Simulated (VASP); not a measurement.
Runs of VASP 6.6.1 on AlN. The structure is that of space group Fm-3m (No. 225), or close to it. The cells are those of the table. 

| cell | gap on the mesh (eV) | pressure (GPa) |
| --- | --- | --- |
| a = 2.785 Å, angles 60.0°, 2 atoms | 4.99 | (a) |
| a = 2.827, b = 2.827, c = 2.785 Å, angles 60.5, 60.5, 59.0°, 2 atoms | (d) | (b) |
| a = 2.757, b = 2.757, c = 2.785 Å, angles 59.7, 59.7, 60.7°, 2 atoms | 4.76 | 32.4 |
| a = 2.799, b = 2.799, c = 2.785 Å, angles 60.2, 60.2, 59.7°, 2 atoms | 4.93 | 21.2 |
| a = 2.743, b = 2.743, c = 2.785 Å, angles 59.5, 59.5, 61.0°, 2 atoms | 4.64 | 36.8 |
| a = 2.771, b = 2.771, c = 2.785 Å, angles 59.8, 59.8, 60.3°, 2 atoms | 4.87 | 28.4 |
| a = 2.813, b = 2.813, c = 2.785 Å, angles 60.3, 60.3, 59.3°, 2 atoms | (c) | 18.0 |

Alike in all rows: task single point; level PBEsol; potentials or basis VASP PAW PBE potentials, release 64 (Al, N); no spin polarisation; k mesh 8 × 8 × 8; cutoff (eV) 600; smearing fermi-dirac 0.02 eV.

Problem. Estimate the missing entries.

Solution. (a) 24.6; (b) 15.1; (c) 4.88; (d) 4.82.

Caveats: the PAW data sets were made with another functional, which shifts forces and pressure a little.

A k mesh can miss the band edges.
